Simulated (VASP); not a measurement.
Here is a VASP 6.6.1 calculation.

File INCAR:

```
PREC     = Accurate       # precision mode
ENCUT    = 520            # plane-wave cutoff, eV
EDIFF    = 1E-6           # SCF threshold, eV
ISMEAR   = 0              # smearing method
SIGMA    = 0.05           # smearing width, eV
LREAL    = False          # projectors in reciprocal space
LASPH    = True           # aspherical terms in the spheres
NELM     = 150            # most SCF steps
ALGO     = Normal         # electronic algorithm
ISIF     = 2              # what is computed and relaxed
LWAVE    = False          # write WAVECAR
LCHARG   = False          # write CHGCAR
ISPIN    = 2              # spin polarisation
MAGMOM   = 1.5 1.5        # initial moments
LORBIT   = 11             # projections on sites
LMAXMIX  = 4              # l up to which the mixer works
GGA      = PE             # functional
NBANDS   = 25             # bands
```

The input KPOINTS:

```
regular mesh
0
Gamma
  1 1 25
```

POSCAR

```
Mo
1.0
   11.2000000000      0.0000000000      0.0000000000
    0.0000000000      9.3000000000      0.0000000000
    0.0000000000      0.0000000000      2.4031245995
Mo
2
Direct
    0.4011059611      0.5000000000      0.0000000000
    0.5988940389      0.5000000000      0.5000000000
```

Potentials or basis: VASP PAW PBE potentials, release 64 (Mo_sv).

Command:

```bash
$ cat potpaw_PBE.64/Mo_sv/POTCAR > POTCAR
$ mpirun -np 1 vasp_std > vasp.out
```

Question: What does it give for the net moment?

Answer: 1.64 μB per cell.

Question: Estimate the site moments.

Answer: Mo +0.56 μB.

Forces on the atoms (eV/Å):
```
Mo  -0.100  0.000  0.000
Mo   0.100  0.000  0.000
```
